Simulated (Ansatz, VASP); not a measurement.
## ZnGaC4N4 in VASP and in Ansatz

```
Zn Ga C N
1.0
     5.85837    0.00000    0.00000
     0.00000    5.85837    0.00000
     0.00000    0.00000    5.85837
Zn Ga C N
1 1 4 4
Direct
  0.50000 0.50000 0.50000
  0.00000 0.00000 0.00000
  0.18685 0.18685 0.18685
  0.18685 0.81315 0.81315
  0.81315 0.18685 0.81315
  0.81315 0.81315 0.18685
  0.30216 0.30216 0.30216
  0.30216 0.69784 0.69784
  0.69784 0.30216 0.69784
  0.69784 0.69784 0.30216
```

Alike in both runs: task single point; functional PBE; k mesh 4 × 4 × 4; occupations gaussian, width 0.1 eV; collinear spin.

|  | VASP | Ansatz |
| --- | --- | --- |
| version | VASP 6.6.1 | Ansatz 0.2.0 |
| potentials or method | VASP PAW PBE potentials, release 64 (Zn, Ga_d, C, N), cutoff 520 eV | scalar-relativistic, plane waves, PAW |
| valence electrons in the cell | 61 | 61 |

|  | VASP | Ansatz | Ansatz less VASP |
| --- | --- | --- | --- |
| gap on the k mesh at the Fermi level (eV) | none | none | - |
| pressure (GPa) | 2.2 | 1.9 | -0.33 |
| rms of the force components (eV/Å) | 0.434 | 0.473 | +0.0390 |
| net moment per atom (μB) | 0.07 | 0.07 | -0.002 |
| size of the moment on the site where the two differ most (μB) | 0.04 | 0.01 | -0.030 |

Site moments also hang on the region over which each program counts them. Atom by atom the forces differ by 0.199 eV/Å (rms over components). A gap of «none» marks a metal or a gap that the smearing closes. With one functional, cell and mesh, what is left measures potentials, basis and numerics. Ansatz's warnings: seeded moment not kept.

Noted on VASP's run: the standard files for N, O and F lose accuracy on very short bonds.
